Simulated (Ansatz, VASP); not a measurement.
**One calculation of SiGe, two programs**

```
Si Ge
1.0
     3.84147    0.00000    0.00000
    -1.92073    3.32681    0.00000
     0.00000    0.00000    6.66406
Si Ge
2 2
Direct
  0.66667 0.33333 0.87461
  0.33333 0.66667 0.37461
  0.66667 0.33333 0.50039
  0.33333 0.66667 0.00039
```

Alike in both runs: task single point; functional PBEsol; k mesh 12 × 12 × 6; occupations gaussian, width 0.03 eV; no spin polarisation.

|  | VASP | Ansatz |
| --- | --- | --- |
| version | VASP 6.6.1 | Ansatz 0.2.0 |
| potentials or method | VASP PAW PBE potentials, release 64 (Si, Ge_d), cutoff 520 eV | scalar-relativistic, plane waves, PAW |
| valence electrons in the cell | 36 | 36 |

|  | VASP | Ansatz | Ansatz less VASP |
| --- | --- | --- | --- |
| gap on the k mesh at the Fermi level (eV) | 0.29 | 0.29 | 0.000 |
| least direct gap on the mesh (eV) | 0.86 | 0.86 | -0.005 |
| pressure (GPa) | 0.0 | 0.0 | +0.02 |
| traceless stress, the component that is largest in VASP (GPa) | -6.23 | -6.21 | +0.019 |
| rms of the force components (eV/Å) | 0.238 | 0.240 | +0.0015 |

VASP's potentials were made for PBE, not for PBEsol. Atom by atom the forces differ by 0.001 eV/Å (rms over components). With one functional, cell and mesh, what is left measures potentials, basis and numerics.
